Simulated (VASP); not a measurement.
Runs of VASP 6.6.1 on InGa3As4. The structure is that of space group Pmm2 (No. 25), or close to it. The cells are those of the table. 

```csv
level,cell,gap on the mesh (eV),pressure (GPa),largest force (eV/Å)
PBE,"a = 4.080, b = 8.175, c = 5.779 Å, 8 atoms",(a),2.7,0.04
PBE,"a = 4.136, b = 8.290, c = 5.859 Å, 8 atoms",0.04,(b),0.01
r2SCAN,"a = 4.039, b = 8.092, c = 5.721 Å, 8 atoms",0.78,2.3,0.05
PBE,"a = 4.095, b = 8.207, c = 5.800 Å, 8 atoms",0.04,1.9,(c)
PBE,"a = 4.052, b = 8.121, c = 5.740 Å, 8 atoms",0.25,(d),0.07
```

Alike in all rows: task single point; potentials or basis VASP PAW PBE potentials, release 64 (Ga_d, As, In_d); no spin polarisation; k mesh 6 × 4 × 4; cutoff (eV) 520; smearing fermi-dirac 0.02 eV.

**Question.** Estimate the missing entries.

**Answer.** (a) 0.11; (b) 0.1; (c) 0.03; (d) 4.1.

Caveats: spin-orbit coupling is left out, which moves the levels of the heavy elements; the PAW data sets were made with another functional, which shifts forces and pressure a little (some runs).

A k mesh can miss the band edges, and the runs leave out spin-orbit coupling on As, Ga, In.
